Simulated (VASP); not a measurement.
# TiO2 (P4_2/mnm) in VASP: single point with LDA

Aim: the single point of TiO2 with LDA.

Everything below comes from runs of VASP 6.6.1. Logs are shortened: lines on timing, memory, paths and dates and some standing lists are left out, and cuts for length are marked.

**1. The cell of the first run**

Symmetry: P4_2/mnm, No. 136, tetragonal system. The conventional cell has a = 4.349 Å, b = 4.349 Å, c = 3.022 Å, α = 90.00°, β = 90.00°, γ = 90.00°. Within 2.5 Å of Ti (site symmetry mmm) lie 6 O at 1.87 to 1.93 Å. Within 2.5 Å of O (site symmetry m2m) lie 3 Ti at 1.87 to 1.93 Å and 1 O at 2.41 Å.

**2. Single point, LDA (9.53 Å³/atom)**

Contents of INCAR:

```
SYSTEM = TiO2
  PREC = Accurate
  ENCUT = 1340
  EDIFF = 1E-6
  ISMEAR = 0
  SIGMA = 0.05
  LREAL = .False.
  LASPH = .True.
  NELM = 120
  ALGO = Normal
  ISIF = 2
  LWAVE = .False.
  LCHARG = .False.
  NBANDS = 33
  GGA_COMPAT = .False.
```

Contents of KPOINTS:

```
regular mesh
0
Gamma
  8 8 10
  0 0 0
```

Contents of POSCAR:

```
TiO2
1.0
    4.3486955867      0.0000000000      0.0000000000
    0.0000000000      4.3486955867      0.0000000000
    0.0000000000      0.0000000000      3.0223434328
Ti O
2 4
Direct
    0.0000000000      0.0000000000      0.0000000000
    0.5000000000      0.5000000000      0.5000000000
    0.3039457556      0.3039457556      0.0000000000
    0.1960542444      0.8039457556      0.5000000000
    0.6960542444      0.6960542444      0.0000000000
    0.8039457556      0.1960542444      0.5000000000
```

Potentials or basis: VASP PAW LDA potentials, release 64 (Ti_sv, O_h).

Started as:

```console
$ cat potpaw_LDA.64/Ti_sv/POTCAR potpaw_LDA.64/O_h/POTCAR > POTCAR
$ mpirun -np 1 vasp_std > vasp.out
```

OUTCAR:

```text
SYSTEM = TiO2
   PREC = Accurate
   ENCUT = 1340
   EDIFF = 1E-6
   ISMEAR = 0
   LREAL = .False.
   LASPH = .True.
   NELM = 120
   ISIF = 2

 ion  position               nearest neighbor table
   1  0.000  0.000  0.000-   3 1.87   5 1.87   4 1.93   6 1.93   4 1.93   6 1.93
   2  0.500  0.500  0.500-   4 1.87   6 1.87   5 1.93   3 1.93   3 1.93   5 1.93
   3  0.304  0.304  0.000-   1 1.87   2 1.93   2 1.93
   4  0.196  0.804  0.500-   2 1.87   1 1.93   1 1.93
   5  0.696  0.696  0.000-   1 1.87   2 1.93   2 1.93
   6  0.804  0.196  0.500-   2 1.87   1 1.93   1 1.93

  LATTYP: Found a simple tetragonal cell.
 ALAT       =     4.3486955867
 C/A-ratio  =     0.6950000000

  Lattice vectors:

 A1 = (   4.3486955867,   0.0000000000,   0.0000000000)
 A2 = (   0.0000000000,   4.3486955867,   0.0000000000)
 A3 = (   0.0000000000,   0.0000000000,   3.0223434328)

Analysis of symmetry for initial positions (statically):
=====================================================================
 Subroutine PRICEL returns:
 Original cell was already a primitive cell.

 Routine SETGRP: Setting up the symmetry group for a
 simple tetragonal supercell.

 Subroutine GETGRP returns: Found 16 space group operations
 (whereof  8 operations were pure point group operations)
 out of a pool of 16 trial point group operations.

The static configuration has the point symmetry D_2h.
 The point group associated with its full space group is D_4h.

Analysis of symmetry for dynamics (positions and initial velocities):
=====================================================================
 Subroutine PRICEL returns:
 Original cell was already a primitive cell.

 Routine SETGRP: Setting up the symmetry group for a
 simple tetragonal supercell.

 Subroutine GETGRP returns: Found 16 space group operations
 (whereof  8 operations were pure point group operations)
 out of a pool of 16 trial point group operations.

The dynamic configuration has the point symmetry D_2h.
 The point group associated with its full space group is D_4h.

 Subroutine INISYM returns: Found 16 space group operations
 (whereof  8 operations are pure point group operations),
 and found     1 'primitive' translations

----------------------------------------------------------------------------------------

                                     Primitive cell

  volume of cell :      57.1560

  direct lattice vectors                    reciprocal lattice vectors
     4.348695587  0.000000000  0.000000000     0.229954013  0.000000000  0.000000000
     0.000000000  4.348695587  0.000000000     0.000000000  0.229954013  0.000000000
     0.000000000  0.000000000  3.022343433     0.000000000  0.000000000  0.330869083

  length of vectors
     4.348695587  4.348695587  3.022343433     0.229954013  0.229954013  0.330869083

  position of ions in fractional coordinates (direct lattice)
     0.000000000  0.000000000  0.000000000
     0.500000000  0.500000000  0.500000000
     0.303945756  0.303945756  0.000000000
     0.196054244  0.803945756  0.500000000
     0.696054244  0.696054244  0.000000000
     0.803945756  0.196054244  0.500000000

  ion indices of the primitive-cell ions
   primitive index   ion index
                 1           1
                 2           2
                 3           3
                 4           4
                 5           5
                 6           6

----------------------------------------------------------------------------------------

 KPOINTS: regular mesh

Automatic generation of k-mesh.
 Grid dimensions read from file:
 generate k-points for:    8    8   10

 Generating k-lattice:

  Cartesian coordinates                     Fractional coordinates (reciprocal lattice)
     0.028744252  0.000000000  0.000000000     0.125000000  0.000000000  0.000000000
     0.000000000  0.028744252  0.000000000     0.000000000  0.125000000  0.000000000
     0.000000000  0.000000000  0.033086908     0.000000000  0.000000000  0.100000000

  Length of vectors
     0.028744252  0.028744252  0.033086908

  Shift w.r.t. Gamma in fractional coordinates (k-lattice)
     0.000000000  0.000000000  0.000000000

 Subroutine IBZKPT returns following result:
 ===========================================

 Found     90 irreducible k-points:

 Following reciprocal coordinates:
            Coordinates               Weight
  0.000000  0.000000  0.000000      1.000000
  0.125000  0.000000  0.000000      4.000000
  0.250000  0.000000  0.000000      4.000000
  0.375000  0.000000  0.000000      4.000000
  0.500000  0.000000  0.000000      2.000000
  0.125000  0.125000  0.000000      4.000000
[... 16 lines left out ...]
  0.375000  0.125000  0.100000     16.000000
  0.500000  0.125000  0.100000      8.000000
 [... further k-points ...]
   k-points           NKPTS =     90   k-points in BZ     NKDIM =     90   number of bands    NBANDS=     33
   number of dos      NEDOS =    301   number of ions     NIONS =      6
   total plane-waves  NPLWV = 104976
   dimension x,y,z NGX =    54 NGY =   54 NGZ =   36
   dimension x,y,z NGXF=   108 NGYF=  108 NGZF=   72
   ions per type =               2   4
   NGX,Y,Z   is equivalent  to a cutoff of  20.64, 20.64, 19.80 a.u.
   NGXF,Y,Z  is equivalent  to a cutoff of  41.29, 41.29, 39.60 a.u.
 SYSTEM =  TiO2
   PREC   = accura    normal or accurate (medium, high low for compatibility)
   ISTART =      0    job   : 0-new  1-cont  2-samecut
   ICHARG =      2    charge: 1-file 2-atom 10-const
   ISPIN  =      1    spin polarized calculation?
   LNONCOLLINEAR =      F non collinear calculations
   LSORBIT =      F    spin-orbit coupling
   LASPH  =      T    aspherical Exc in radial PAW
   ENCUT  = 1340.0 eV  98.49 Ry    9.92 a.u.  12.98 12.98  9.02*2*pi/ulx,y,z
   NELM   =    120;   NELMIN=  2; NELMDL= -5     # of ELM steps
   EDIFF  = 0.1E-05   stopping-criterion for ELM
   LREAL  =      F    real-space projection
   EDIFFG = 0.1E-04   stopping-criterion for IOM
   NSW    =      0    number of steps for IOM
   IBRION =     -1    ionic relax: 0-MD 1-quasi-New 2-CG
   NFREE  =      0    steps in history (QN), initial steepest desc. (CG)
   ISIF   =      2    stress and relaxation
   ISYM   =      2    0-nonsym 1-usesym 2-fastsym
   POTIM  = 0.5000    time-step for ionic-motion
   TEBEG  =    0.0;   TEEND  =   0.0 temperature during run
   PSTRESS=    0.0 pullay stress
   NELECT =      48.0000    total number of electrons
   NUPDOWN=      -1.0000    fix difference up-down
   EMIN   =  10.00;   EMAX   =-10.00  energy-range for DOS
   EFERMI =   0.00;   METHOD = LEGACY
   ISMEAR =     0;   SIGMA  =   0.05  broadening in eV -4-tet -1-fermi 0-gaus
   EFERMI_NEDOS =   21; number of points for ismear=-14 and -15
   IALGO  =     38    algorithm
   IMIX   =      4    mixing-type and parameters
     AMIX     =   0.40;   BMIX     =  1.00
     AMIX_MAG =   1.60;   BMIX_MAG =  1.00
  volume/ion in A,a.u.               =       9.53        64.28
  Fermi-wavevector in a.u.,A,eV,Ry     =   1.544548  2.918772 32.458430  2.385627
  Thomas-Fermi vector in A             =   2.650053
   LORBIT       =      0    0 simple, 1 ext, 2 COOP (PROOUT), +10 PAW based schemes
   GGA     = CA    functional components
   LHFCALC =     F    Hartree Fock is set to
   AEXX    =    0.0000 exact exchange contribution
   IVDW    =     0    specifies the selected vdW correction
   LEPSILON=     F    determine dielectric tensor
   LRPA    =     F    only Hartree local field effects (RPA)
 non-spin polarized calculation
 Gauss-broadening in eV      SIGMA  =   0.05
  energy-cutoff  :     1340.00
  volume of cell :       57.16
 maximum number of plane-waves:      6396
 NGX is ok and might be reduce to    54
   NGX = 25   NGY = 25   NGZ = 19

 number of electron      47.9999998 magnetization

 Free energy of the ion-electron system (eV)
  ---------------------------------------------------
  ext. energy  EPLUGINS =         0.00000000
  ---------------------------------------------------
  free energy    TOTEN  =       -58.48381264 eV

  energy without entropy =      -58.48381264  energy(sigma->0) =      -58.48381264

 E-fermi :   6.4310     XC(G=0): -12.4938

 val. band max:        6.1913671482   @ k =   0.0000   0.0000   0.0000
 cond. band min:       8.1172698191   @ k =   0.0000   0.0000   0.0000
 fundamental gap:      1.9259026708
 Fermi energy:         6.4309649160

 k-point     1 :       0.0000    0.0000    0.0000
  band No.  band energies     occupation
      1     -49.8423      2.00000
      2     -49.8087      2.00000
      3     -26.6575      2.00000
      4     -26.6575      2.00000
      5     -26.4120      2.00000
      6     -26.4084      2.00000
[... 25 lines left out ...]
     32      13.3070      0.00000
     33      13.3082      0.00000

 k-point     2 :       0.1250    0.0000    0.0000
  band No.  band energies     occupation
      1     -49.8410      2.00000
      2     -49.8099      2.00000
      3     -26.6495      2.00000
      4     -26.6482      2.00000
      5     -26.4193      2.00000
      6     -26.4179      2.00000
[... 25 lines left out ...]
     32      13.2244      0.00000
     33      13.2463      0.00000

 k-point     3 :       0.2500    0.0000    0.0000
  band No.  band energies     occupation
      1     -49.8373      2.00000
      2     -49.8135      2.00000
      3     -26.6263      2.00000
      4     -26.6217      2.00000
      5     -26.4497      2.00000
      6     -26.4449      2.00000
[... 25 lines left out ...]
     32      13.0221      0.00000
     33      13.0844      0.00000

 k-point     4 :       0.3750    0.0000    0.0000
  band No.  band energies     occupation
      1     -49.8318      2.00000
      2     -49.8189      2.00000
      3     -26.5901      2.00000
      4     -26.5825      2.00000
      5     -26.4927      2.00000
      6     -26.4848      2.00000
[... 25 lines left out ...]
     32      12.8229      0.00000
     33      12.8872      0.00000

 k-point     5 :       0.5000    0.0000    0.0000
  band No.  band energies     occupation
      1     -49.8253      2.00000
      2     -49.8253      2.00000
      3     -26.5507      2.00000
      4     -26.5507      2.00000
      5     -26.5259      2.00000
      6     -26.5259      2.00000
[... 604 lines left out ...]
 k-point    22 :       0.2500    0.1250    0.1000
  band No.  band energies     occupation
      1     -49.8324      2.00000
      2     -49.8114      2.00000
      3     -26.6449      2.00000
      4     -26.5781      2.00000
      5     -26.4933      2.00000
      6     -26.4388      2.00000
[... 25 lines left out ...]
     32      12.6043      0.00000
     33      13.0479      0.00000

 k-point    23 :       0.3750    0.1250    0.1000
  band No.  band energies     occupation
      1     -49.8275      2.00000
      2     -49.8162      2.00000
      3     -26.6246      2.00000
      4     -26.5570      2.00000
      5     -26.5180      2.00000
      6     -26.4478      2.00000
[... 25 lines left out ...]
     32      12.6420      0.00000
     33      12.8944      0.00000

 k-point    24 :       0.5000    0.1250    0.1000
  band No.  band energies     occupation
      1     -49.8218      2.00000
      2     -49.8218      2.00000
      3     -26.5913      2.00000
      4     -26.5913      2.00000
      5     -26.4839      2.00000
      6     -26.4839      2.00000
[... 25 lines left out ...]
     32      12.5945      0.00000
     33      13.2979      0.00000

 [... further k-points ...]

------------------------ aborting loop because EDIFF is reached ----------------------------------------

  FORCE on cell =-STRESS in cart. coord.  units (eV):
  Direction    XX          YY          ZZ          XY          YZ          ZX
  --------------------------------------------------------------------------------------
  -------------------------------------------------------------------------------------
  Total        7.3667988      7.3667988      0.2262698      0.0000000      0.0000000      0.0000000
  in kB      206.5035696    206.5035696      6.3427168      0.0000000      0.0000000      0.0000000
  external PRESSURE =     139.7832854 kB  Pullay stress =       0.0000000 kB

 VOLUME and BASIS-vectors are now :
 -----------------------------------------------------------------------------
  energy-cutoff  :     1340.00
  volume of cell :       57.16
      direct lattice vectors                 reciprocal lattice vectors
     4.348695587  0.000000000  0.000000000     0.229954013  0.000000000  0.000000000
     0.000000000  4.348695587  0.000000000     0.000000000  0.229954013  0.000000000
     0.000000000  0.000000000  3.022343433     0.000000000  0.000000000  0.330869083

 POSITION                                       TOTAL-FORCE (eV/Angst)
 -----------------------------------------------------------------------------------
      0.00000      0.00000      0.00000        -0.000000      0.000000     -0.000000
      2.17435      2.17435      1.51117        -0.000000      0.000000     -0.000000
      1.32177      1.32177      0.00000         0.048328      0.048328     -0.000000
      0.85258      3.49612      1.51117        -0.048328      0.048328     -0.000000
      3.02693      3.02693      0.00000        -0.048328     -0.048328      0.000000
      3.49612      0.85258      1.51117         0.048328     -0.048328      0.000000
 -----------------------------------------------------------------------------------
    total drift:                                0.000000      0.000000      0.000000

  FREE ENERGIE OF THE ION-ELECTRON SYSTEM (eV)
  ---------------------------------------------------
  free  energy   TOTEN  =       -58.4838126440 eV

  energy  without entropy=      -58.4838126440  energy(sigma->0) =      -58.48381264
```

Wall time 8.4 min (1 thread of Intel Xeon Platinum 8488C (Sapphire Rapids), shared host); peak memory 0.64 GiB.

Results:

```yaml
Free_energy: -58.4838 eV
Pressure: 14.0 GPa
Largest_force: 0.068 eV/Å
Band_gap_on_the_k_mesh: 1.93 eV
```

Forces on the atoms (eV/Å):
```
Ti   0.000  0.000  0.000
Ti   0.000  0.000  0.000
O    0.048  0.048  0.000
O   -0.048  0.048  0.000
O   -0.048 -0.048  0.000
O    0.048 -0.048  0.000
```

Levels at points of the mesh, in eV from the valence-band top:
```tsv
k point	band 22	band 23	band 24	band 25	band 26	band 27
(0.00, 0.00, 0.00)	-0.35	-0.35	0.00	1.93	2.39	2.39
(0.50, 0.00, 0.00)	-2.20	-0.83	-0.83	2.75	2.75	3.23
(0.50, 0.50, 0.00)	-1.68	-0.92	-0.92	2.07	2.07	2.49
(0.00, 0.00, 0.50)	-2.43	-1.40	-1.40	2.84	2.84	3.39
(0.50, 0.00, 0.50)	-2.21	-1.16	-1.16	1.99	1.99	2.93
(0.50, 0.50, 0.50)	-1.55	-0.59	-0.59	2.82	2.82	2.93
```

Caveat: the stress differs along the axes, from 1 to 21 GPa. A k mesh can miss the band edges.
